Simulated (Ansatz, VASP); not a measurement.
KBeBr in VASP and in Ansatz

```xyz
6
Lattice="6.0852 0.0000 0.0000 0.0000 6.0852 0.0000 0.0000 0.0000 7.7317" Properties=species:S:1:pos:R:3 pbc="T T T"
K     3.0426    3.0426    3.8659
K     0.0000    0.0000    3.8659
Be    0.0000    0.0000    0.0000
Be    3.0426    3.0426    0.0000
Br    3.0426    0.0000    4.9228
Br    0.0000    3.0426    2.8089
```

Alike in both runs: functional PBE; k mesh 6 × 6 × 4; occupations gaussian, width 0.02 eV; no spin polarisation.

Ansatz relaxed the structure, and its values are those at the end. VASP's run is a single point on that final structure, the one shown.

```csv
,VASP,Ansatz
version,VASP 6.6.1,Ansatz 0.2.0
potentials or method,"VASP PAW PBE potentials, release 64 (K_sv, Be, Br), cutoff 520 eV","scalar-relativistic, plane waves, PAW"
valence electrons in the cell,36,36
```

```csv
,VASP,Ansatz,Ansatz less VASP
gap on the k mesh at the Fermi level (eV),1.66,1.66,0.000
least direct gap on the mesh (eV),1.66,1.66,0.000
pressure (GPa),0.0,0.0,-0.02
rms of the force components (eV/Å),0.003,0.001,-0.0019
```
